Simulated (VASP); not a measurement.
## GaBPd: single point with r2SCAN

The system is GaBPd.

```
Pd Ga B
1.0
     3.00472    0.00000    0.00000
     0.00000    3.00472    0.00000
     0.00000    0.00000    7.57625
Pd Ga B
2 2 2
Direct
  0.75000 0.75000 0.73063
  0.25000 0.25000 0.26937
  0.25000 0.25000 0.91460
  0.75000 0.75000 0.08540
  0.75000 0.75000 0.41520
  0.25000 0.25000 0.58480
```

```json
{
  "Program": "VASP 6.6.1",
  "Task": "single point",
  "Functional": "r2SCAN",
  "Potentials or basis": "VASP PAW PBE potentials, release 64 (Pd, Ga_d, B)",
  "Cutoff": "520 eV",
  "k mesh": "11 × 11 × 5",
  "Occupations": "fermi-dirac, width 0.1 eV",
  "Spin": "no spin polarisation",
  "Dipole correction": "no",
  "Further INCAR settings": "ALGO = Normal; EDIFF = 1e-07; NBANDS = 35"
}
```

The pressure is 14.4 GPa. The largest force is 2.233 eV/Å and the band gap on the k mesh is zero (band 26 reaches 11.75 eV, above the bottom of band 27 at 9.24 eV).

Forces in eV/Å, atoms in the order of the input:
```
Pd   0.000  0.000 -2.233
Pd   0.000  0.000  2.233
Ga   0.000  0.000 -1.302
Ga   0.000  0.000  1.302
B    0.000  0.000  0.804
B    0.000  0.000 -0.804
```

Stress tensor (GPa, compression positive):
```
19.64  0.00  0.00
 0.00 19.64  0.00
 0.00  0.00  3.90
```

Levels at points of the mesh, in eV from the Fermi level:
| k point | band 24 | band 25 | band 26 | band 27 | band 28 | band 29 |
| --- | --- | --- | --- | --- | --- | --- |
| (0.00, 0.00, 0.00) | -2.51 | 0.46 | 0.46 | 0.84 | 4.21 | 4.44 |

Run time: 4.9 min on 1 thread of Intel(R) Xeon(R) Platinum 8375C CPU @ 2.90GHz (Ice Lake), with other jobs on the host, peak memory 0.27 GiB.

Caveat: the PAW data sets were made with another functional, which shifts forces and pressure a little.
